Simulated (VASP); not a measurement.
Runs of VASP 6.6.1 on F. The structure is that of space group C2/m (No. 12), or close to it. The cells are those of the table. 

```csv
cell,gap on the mesh (eV),pressure (GPa),largest force (eV/Å)
"a = 3.203, b = 3.203, c = 7.500 Å, angles 105.1, 105.1, 60.0°, 4 atoms",2.36,(a),0.56
"a = 2.996, b = 2.996, c = 7.014 Å, angles 105.1, 105.1, 60.0°, 4 atoms",3.26,(b),3.22
"a = 3.154, b = 3.154, c = 7.384 Å, angles 105.1, 105.1, 60.0°, 4 atoms",2.55,1.0,0.17
"a = 3.050, b = 3.050, c = 7.142 Å, angles 105.1, 105.1, 60.0°, 4 atoms",3.00,(c),2.02
```

Alike in all rows: task single point; level PBE; potentials or basis VASP PAW PBE potentials, release 64 (F); no spin polarisation; k mesh 4 × 4 × 2; cutoff (eV) 600; smearing gaussian 0.01 eV.

Estimate the missing entries.

(a) -1.1; (b) 11.4; (c) 7.0.

Caveats: all runs use coarse meshes; this functional lacks dispersion, which holds the molecules together, so the pressure and a relaxed volume are unreliable (at least some runs); forces of over 1 eV/Å act on the atoms, so gaps and moduli don't describe the material at rest (at least some runs).

A k mesh can miss the band edges.
